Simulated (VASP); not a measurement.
# CaMg (P4/mmm) in VASP: notebook

Runs on CaMg. Level: LDA. Tasks: single point.

All numbers are computed with VASP 6.6.1; they aren't measurements. Logs are shortened: lines on timing, memory, paths and dates and some standing lists are left out, and cuts for length are marked.

## 1. The cell of the first run

Symmetry: P4/mmm, No. 123, tetragonal system. The conventional cell has a = 3.318 Å, b = 3.318 Å, c = 4.382 Å, α = 90.00°, β = 90.00°, γ = 90.00°. Within 4.2 Å of Ca (site symmetry 4/mmm) lie 8 Mg at 3.21 Å and 4 Ca at 3.32 Å. Mg (site symmetry 4/mmm) has 8 Ca at 3.21 Å and 4 Mg at 3.32 Å within 4.2 Å.

## 2. Single point, LDA (24.12 Å³/atom)

Input file INCAR:

```
SYSTEM = CaMg
PREC     = Accurate       ! precision mode
ENCUT    = 520            ! plane-wave cutoff, eV
EDIFF    = 1E-6           ! SCF threshold, eV
ISMEAR   = 0              ! smearing method
SIGMA    = 0.15           ! smearing width, eV
LREAL    = .False.        ! projectors in reciprocal space
LASPH    = .True.         ! aspherical terms in the spheres
NELM     = 80             ! most SCF steps
ALGO     = Fast           ! electronic algorithm
ISIF     = 2              ! what is computed and relaxed
LWAVE    = .False.        ! write WAVECAR
LCHARG   = .False.        ! write CHGCAR
GGA      = CA             ! functional
NBANDS   = 13             ! bands
```

Input file KPOINTS:

```
regular mesh
0
Gamma
  14 14 14
  0 0 0
```

Input file POSCAR:

```
CaMg
1.0
    3.3180712807      0.0000000000      0.0000000000
    0.0000000000      3.3180712807      0.0000000000
    0.0000000000      0.0000000000      4.3821767404
Ca Mg
1 1
Direct
    0.0000000000      0.0000000000      0.0000000000
    0.5000000000      0.5000000000      0.5000000000
```

Potentials or basis: VASP PAW LDA potentials, release 64 (Ca_sv, Mg).

The run is started by

```sh
$ cat potpaw_LDA.64/Ca_sv/POTCAR potpaw_LDA.64/Mg/POTCAR > POTCAR
$ mpirun -np 1 vasp_std > vasp.out
```

OUTCAR:

```text
SYSTEM = CaMg
   PREC = Accurate
   ENCUT = 520
   EDIFF = 1E-6
   ISMEAR = 0
   LREAL = .False.
   LASPH = .True.
   NELM = 80
   ISIF = 2
   GGA = CA

 ion  position               nearest neighbor table
   1  0.000  0.000  0.000-   2 3.21   2 3.21   2 3.21   2 3.21   2 3.21   2 3.21   2 3.21   2 3.21

   2  0.500  0.500  0.500-   1 3.21   1 3.21   1 3.21   1 3.21   1 3.21   1 3.21   1 3.21   1 3.21

  LATTYP: Found a simple tetragonal cell.
 ALAT       =     3.3180712807
 C/A-ratio  =     1.3207000000

  Lattice vectors:

 A1 = (   3.3180712807,   0.0000000000,   0.0000000000)
 A2 = (   0.0000000000,   3.3180712807,   0.0000000000)
 A3 = (   0.0000000000,   0.0000000000,   4.3821767404)

Analysis of symmetry for initial positions (statically):
=====================================================================
 Subroutine PRICEL returns:
 Original cell was already a primitive cell.

 Routine SETGRP: Setting up the symmetry group for a
 simple tetragonal supercell.

 Subroutine GETGRP returns: Found 16 space group operations
 (whereof 16 operations were pure point group operations)
 out of a pool of 16 trial point group operations.

The static configuration has the point symmetry D_4h.

Analysis of symmetry for dynamics (positions and initial velocities):
=====================================================================
 Subroutine PRICEL returns:
 Original cell was already a primitive cell.

 Routine SETGRP: Setting up the symmetry group for a
 simple tetragonal supercell.

 Subroutine GETGRP returns: Found 16 space group operations
 (whereof 16 operations were pure point group operations)
 out of a pool of 16 trial point group operations.

The dynamic configuration has the point symmetry D_4h.

 Subroutine INISYM returns: Found 16 space group operations
 (whereof 16 operations are pure point group operations),
 and found     1 'primitive' translations

----------------------------------------------------------------------------------------

                                     Primitive cell

  volume of cell :      48.2460

  direct lattice vectors                    reciprocal lattice vectors
     3.318071281  0.000000000  0.000000000     0.301379903  0.000000000  0.000000000
     0.000000000  3.318071281  0.000000000     0.000000000  0.301379903  0.000000000
     0.000000000  0.000000000  4.382176740     0.000000000  0.000000000  0.228197095

  length of vectors
     3.318071281  3.318071281  4.382176740     0.301379903  0.301379903  0.228197095

  position of ions in fractional coordinates (direct lattice)
     0.000000000  0.000000000  0.000000000
     0.500000000  0.500000000  0.500000000

  ion indices of the primitive-cell ions
   primitive index   ion index
                 1           1
                 2           2

----------------------------------------------------------------------------------------

 KPOINTS: regular mesh

Automatic generation of k-mesh.
 Grid dimensions read from file:
 generate k-points for:   14   14   14

 Generating k-lattice:

  Cartesian coordinates                     Fractional coordinates (reciprocal lattice)
     0.021527136  0.000000000  0.000000000     0.071428571  0.000000000  0.000000000
     0.000000000  0.021527136  0.000000000     0.000000000  0.071428571  0.000000000
     0.000000000  0.000000000  0.016299792     0.000000000  0.000000000  0.071428571

  Length of vectors
     0.021527136  0.021527136  0.016299792

  Shift w.r.t. Gamma in fractional coordinates (k-lattice)
     0.000000000  0.000000000  0.000000000

 Subroutine IBZKPT returns following result:
 ===========================================

 Found    288 irreducible k-points:

 Following reciprocal coordinates:
            Coordinates               Weight
  0.000000  0.000000  0.000000      1.000000
  0.071429  0.000000  0.000000      4.000000
  0.142857  0.000000  0.000000      4.000000
  0.214286  0.000000  0.000000      4.000000
  0.285714  0.000000  0.000000      4.000000
  0.357143  0.000000  0.000000      4.000000
[... 16 lines left out ...]
  0.285714  0.214286  0.000000      8.000000
  0.357143  0.214286  0.000000      8.000000
 [... further k-points ...]
   k-points           NKPTS =    288   k-points in BZ     NKDIM =    288   number of bands    NBANDS=     13
   number of dos      NEDOS =    301   number of ions     NIONS =      2
   total plane-waves  NPLWV =  28224
   dimension x,y,z NGX =    28 NGY =   28 NGZ =   36
   dimension x,y,z NGXF=    56 NGYF=   56 NGZF=   72
   ions per type =               1   1
   NGX,Y,Z   is equivalent  to a cutoff of  14.03, 14.03, 13.66 a.u.
   NGXF,Y,Z  is equivalent  to a cutoff of  28.06, 28.06, 27.31 a.u.
 SYSTEM =  CaMg
   PREC   = accura    normal or accurate (medium, high low for compatibility)
   ISTART =      0    job   : 0-new  1-cont  2-samecut
   ICHARG =      2    charge: 1-file 2-atom 10-const
   ISPIN  =      1    spin polarized calculation?
   LNONCOLLINEAR =      F non collinear calculations
   LSORBIT =      F    spin-orbit coupling
   LASPH  =      T    aspherical Exc in radial PAW
   ENCUT  =  520.0 eV  38.22 Ry    6.18 a.u.   6.17  6.17  8.15*2*pi/ulx,y,z
   NELM   =     80;   NELMIN=  2; NELMDL= -5     # of ELM steps
   EDIFF  = 0.1E-05   stopping-criterion for ELM
   LREAL  =      F    real-space projection
   EDIFFG = 0.1E-04   stopping-criterion for IOM
   NSW    =      0    number of steps for IOM
   IBRION =     -1    ionic relax: 0-MD 1-quasi-New 2-CG
   NFREE  =      0    steps in history (QN), initial steepest desc. (CG)
   ISIF   =      2    stress and relaxation
   ISYM   =      2    0-nonsym 1-usesym 2-fastsym
   POTIM  = 0.5000    time-step for ionic-motion
   TEBEG  =    0.0;   TEEND  =   0.0 temperature during run
   PSTRESS=    0.0 pullay stress
   NELECT =      12.0000    total number of electrons
   NUPDOWN=      -1.0000    fix difference up-down
   EMIN   =  10.00;   EMAX   =-10.00  energy-range for DOS
   EFERMI =   0.00;   METHOD = LEGACY
   ISMEAR =     0;   SIGMA  =   0.15  broadening in eV -4-tet -1-fermi 0-gaus
   EFERMI_NEDOS =   21; number of points for ismear=-14 and -15
   IALGO  =     68    algorithm
   IMIX   =      4    mixing-type and parameters
     AMIX     =   0.40;   BMIX     =  1.00
     AMIX_MAG =   1.60;   BMIX_MAG =  1.00
  volume/ion in A,a.u.               =      24.12       162.79
  Fermi-wavevector in a.u.,A,eV,Ry     =   1.029552  1.945571 14.421857  1.059977
  Thomas-Fermi vector in A             =   2.163605
   LORBIT       =      0    0 simple, 1 ext, 2 COOP (PROOUT), +10 PAW based schemes
   GGA     = CA    functional components
   LHFCALC =     F    Hartree Fock is set to
   AEXX    =    0.0000 exact exchange contribution
   IVDW    =     0    specifies the selected vdW correction
   LEPSILON=     F    determine dielectric tensor
   LRPA    =     F    only Hartree local field effects (RPA)
 non-spin polarized calculation
 RMM-DIIS sequential band-by-band and
 Gauss-broadening in eV      SIGMA  =   0.15
  energy-cutoff  :      520.00
  volume of cell :       48.25
 maximum number of plane-waves:      1328
 NGX is ok and might be reduce to    28
   NGX = 13   NGY = 13   NGZ = 17

 number of electron      12.0000000 magnetization

 Free energy of the ion-electron system (eV)
  ---------------------------------------------------
  ext. energy  EPLUGINS =         0.00000000
  ---------------------------------------------------
  free energy    TOTEN  =        -4.06031809 eV

  energy without entropy =       -4.04055565  energy(sigma->0) =       -4.05043687

 E-fermi :   3.2262     XC(G=0):  -9.2766

 val. band max:        3.2251129714   @ k =   0.0714   0.0714   0.0714
 cond. band min:       3.2270083813   @ k =   0.5000   0.0714   0.5000
 fundamental gap:      0.0018954099
 Fermi energy:         3.2262090122

 k-point     1 :       0.0000    0.0000    0.0000
  band No.  band energies     occupation
      1     -37.2543      2.00000
      2     -18.6020      2.00000
      3     -18.4255      2.00000
      4     -18.4255      2.00000
      5      -2.5694      2.00000
      6       3.3002      0.48555
      7       4.3082      0.00000
      8       5.0330      0.00000
      9       7.5355      0.00000
     10       7.5355      0.00000
     11       8.5204      0.00000
     12      10.4718      0.00000
     13      10.4766      0.00000

 k-point     2 :       0.0714    0.0000    0.0000
  band No.  band energies     occupation
      1     -37.2523      2.00000
      2     -18.5996      2.00000
      3     -18.4464      2.00000
      4     -18.4238      2.00000
      5      -2.4905      2.00000
      6       3.3622      0.19964
      7       4.3173      0.00000
      8       4.9662      0.00000
      9       7.5546      0.00000
     10       7.5940      0.00000
     11       8.3577      0.00000
     12       9.8206      0.00000
     13      10.6470      0.00000

 k-point     3 :       0.1429    0.0000    0.0000
  band No.  band energies     occupation
      1     -37.2466      2.00000
      2     -18.5927      2.00000
      3     -18.5045      2.00000
      4     -18.4187      2.00000
      5      -2.2569      2.00000
      6       3.5326      0.00387
      7       4.3018      0.00000
      8       4.7887      0.00000
      9       7.6088      0.00000
     10       7.7575      0.00000
     11       7.9928      0.00000
     12       8.8513      0.00000
     13      11.2001      0.00000
[... 305 lines left out ...]
 k-point    23 :       0.2857    0.2143    0.0000
  band No.  band energies     occupation
      1     -37.2135      2.00000
      2     -18.6577      2.00000
      3     -18.5579      2.00000
      4     -18.5533      2.00000
      5      -0.7365      2.00000
      6       3.6967      0.00001
      7       4.4675      0.00000
      8       4.5338      0.00000
      9       6.2812      0.00000
     10       6.3979      0.00000
     11       8.3081      0.00000
     12       9.2577      0.00000
     13      10.0415      0.00000

 k-point    24 :       0.3571    0.2143    0.0000
  band No.  band energies     occupation
      1     -37.2053      2.00000
      2     -18.7355      2.00000
      3     -18.5487      2.00000
      4     -18.5435      2.00000
      5      -0.1398      2.00000
      6       3.0149      1.95370
      7       4.4372      0.00000
      8       4.7189      0.00000
      9       6.1737      0.00000
     10       6.2490      0.00000
     11       8.5228      0.00000
     12       9.5973      0.00000
     13      10.4875      0.00000

 [... further k-points ...]

------------------------ aborting loop because EDIFF is reached ----------------------------------------

  FORCE on cell =-STRESS in cart. coord.  units (eV):
  Direction    XX          YY          ZZ          XY          YZ          ZX
  --------------------------------------------------------------------------------------
  -------------------------------------------------------------------------------------
  Total        2.1951794      2.1951794      1.6079269      0.0000000     -0.0000000     -0.0000000
  in kB       72.8986167     72.8986167     53.3968407      0.0000000     -0.0000000     -0.0000000
  external PRESSURE =      66.3980247 kB  Pullay stress =       0.0000000 kB

 VOLUME and BASIS-vectors are now :
 -----------------------------------------------------------------------------
  energy-cutoff  :      520.00
  volume of cell :       48.25
      direct lattice vectors                 reciprocal lattice vectors
     3.318071281  0.000000000  0.000000000     0.301379903  0.000000000  0.000000000
     0.000000000  3.318071281  0.000000000     0.000000000  0.301379903  0.000000000
     0.000000000  0.000000000  4.382176740     0.000000000  0.000000000  0.228197095

 POSITION                                       TOTAL-FORCE (eV/Angst)
 -----------------------------------------------------------------------------------
      0.00000      0.00000      0.00000         0.000000      0.000000      0.000000
      1.65904      1.65904      2.19109         0.000000      0.000000      0.000000
 -----------------------------------------------------------------------------------
    total drift:                               -0.000000     -0.000000     -0.000000

  FREE ENERGIE OF THE ION-ELECTRON SYSTEM (eV)
  ---------------------------------------------------
  free  energy   TOTEN  =        -4.0603180891 eV

  energy  without entropy=       -4.0405556454  energy(sigma->0) =       -4.05043687
```

Run time: 95 s. Hardware: 1 thread of Intel Xeon 6975P-C (Granite Rapids), shared host; peak memory 0.31 GiB.

What came out:

- Free energy: -4.0603 eV
- Pressure: 6.6 GPa
- Band gap on the k mesh: zero (bands 6 and 7 overlap by 1.23 eV)

Levels at points of the mesh, in eV from the Fermi level:
| k point | band 2 | band 3 | band 4 | band 5 | band 6 | band 7 | band 8 | band 9 | band 10 | band 11 |
| --- | --- | --- | --- | --- | --- | --- | --- | --- | --- | --- |
| (0.00, 0.00, 0.00) | -21.83 | -21.65 | -21.65 | -5.80 | 0.07 | 1.08 | 1.81 | 4.31 | 4.31 | 5.29 |
| (0.50, 0.00, 0.00) | -22.06 | -21.78 | -21.62 | -2.38 | -2.37 | 0.70 | 1.71 | 3.46 | 4.73 | 5.41 |
| (0.50, 0.50, 0.00) | -22.00 | -22.00 | -21.73 | -1.46 | 0.79 | 0.79 | 1.01 | 1.96 | 1.96 | 6.28 |
| (0.00, 0.00, 0.50) | -21.87 | -21.65 | -21.65 | -4.08 | -3.21 | 1.38 | 3.36 | 3.60 | 3.60 | 5.33 |
| (0.50, 0.00, 0.50) | -22.05 | -21.81 | -21.61 | -2.36 | -0.69 | 0.04 | 0.21 | 3.58 | 3.89 | 4.24 |
| (0.50, 0.50, 0.50) | -21.99 | -21.99 | -21.76 | -0.74 | -0.31 | -0.31 | 2.70 | 3.30 | 3.97 | 3.97 |

Caveat: the cell stands under pressure.

[end of part 1 of 2]
